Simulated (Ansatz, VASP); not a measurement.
Two plane-wave programs on C

The input INCAR:

```
PREC = Accurate ; ENCUT = 520
EDIFF = 1E-6 ; ISMEAR = 0
SIGMA = 0.05 ; LREAL = F
LASPH = T ; NELM = 80
ALGO = Normal ; ISIF = 2
LWAVE = F ; LCHARG = F
NBANDS = 26
```

KPOINTS

```
Automatic mesh
0
Gamma
  12 12 4
```

The input POSCAR:

```
C
1.0
    2.4606208111      0.0000000000      0.0000000000
   -1.2303104055      2.1309601315      0.0000000000
    0.0000000000      0.0000000000      8.4056584863
C
8
Direct
    0.0000000000      0.0000000000      0.0900147857
    0.0000000000      0.0000000000      0.5900147857
    0.0000000000      0.0000000000      0.4099852143
    0.0000000000      0.0000000000      0.9099852143
    0.3333333333      0.6666666667      0.1578160184
    0.6666666667      0.3333333333      0.6578160184
    0.3333333333      0.6666666667      0.3421839816
    0.6666666667      0.3333333333      0.8421839816
```

Input for Ansatz:

```yaml
crystal:
  lattice:
    - [2.4606208111, 0.0, 0.0]
    - [-1.2303104055, 2.1309601315, 0.0]
    - [0.0, 0.0, 8.4056584863]
  atoms:
    - { symbol: C, position: [0.0, 0.0, 0.0900147857] }
    - { symbol: C, position: [0.0, 0.0, 0.5900147857] }
    - { symbol: C, position: [0.0, 0.0, 0.4099852143] }
    - { symbol: C, position: [0.0, 0.0, 0.9099852143] }
    - { symbol: C, position: [0.3333333333, 0.6666666667, 0.1578160184] }
    - { symbol: C, position: [0.6666666667, 0.3333333333, 0.6578160184] }
    - { symbol: C, position: [0.3333333333, 0.6666666667, 0.3421839816] }
    - { symbol: C, position: [0.6666666667, 0.3333333333, 0.8421839816] }
basis:
  ecutwfc: 520.0
kpoints:
  mp_grid: { grid: [12, 12, 4] }
hamiltonian:
  xc: lda
  pseudopotentials: { kind: paw, azcp: { folder: soft_1 } }
scf:
  occupations: { method: gaussian, width: 0.05 }
output:
  forces: true
  stress: true
  eigenvalues: true
```

Change from the starting cell: mode 21 frozen in at -0.024 Å, strain +e along z and -e/2 along x and y +0.0233.

Alike in both runs: task single point; functional LDA; k mesh 12 × 12 × 4; occupations gaussian, width 0.05 eV; no spin polarisation.

```csv
,VASP,Ansatz
version,VASP 6.6.1,Ansatz 0.2.0
potentials or method,"VASP PAW LDA potentials, release 64 (C), cutoff 520 eV","scalar-relativistic, plane waves, PAW"
valence electrons in the cell,32,32
```

```csv
,VASP,Ansatz,Ansatz less VASP
gap on the k mesh at the Fermi level (eV),4.00,4.01,+0.014
least direct gap on the mesh (eV),4.92,4.93,+0.004
pressure (GPa),1.5,-0.2,-1.71
"traceless stress, the component that is largest in VASP (GPa)",-28.30,-28.37,-0.074
rms of the force components (eV/Å),0.910,0.913,+0.0032
```

Ansatz warns that its potentials were made for another functional, while VASP's fit it. LDA's correlation is that of Perdew and Zunger in VASP and of Perdew and Wang (1992) in Ansatz. Atom by atom the forces differ by 0.004 eV/Å (rms over components).
